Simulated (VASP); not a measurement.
I: single point with PBE

Crystal: I.

```xyz
1
Lattice="-2.0476 2.0476 2.0476 2.0476 -2.0476 2.0476 2.0476 2.0476 -2.0476" Properties=species:S:1:pos:R:3 pbc="T T T"
I     0.0000    0.0000    0.0000
```

This cell differs from its parent crystal: volume scaled by 0.95.

```json
{
 "Program": "VASP 6.6.1",
 "Task": "single point",
 "Functional": "PBE",
 "Potentials or basis": "VASP PAW PBE potentials, release 64 (I)",
 "Cutoff": "520 eV",
 "k mesh": "13 × 13 × 13",
 "Occupations": "fermi-dirac, width 0.1 eV",
 "Spin": "no spin polarisation"
}
```

```yaml
Pressure: 1.3 GPa
```

Levels at points of the mesh, in eV from the Fermi level:
```
           k point  band 1  band 2  band 3  band 4  band 5  band 6  band 7  band 8
(0.00, 0.00, 0.00)  -13.68    0.88    0.88    0.88    7.15    9.75    9.75    9.75
```

Wall time 14 s on 1 thread of AMD EPYC 9R45 96-Core Processor (Zen 5), on a shared host, peak memory 0.14 GiB.

Caveat: spin-orbit coupling is left out, which moves the levels of the heavy elements; an odd number of electrons without spin polarisation forces a metal; a magnetic or distorted state may lie lower.
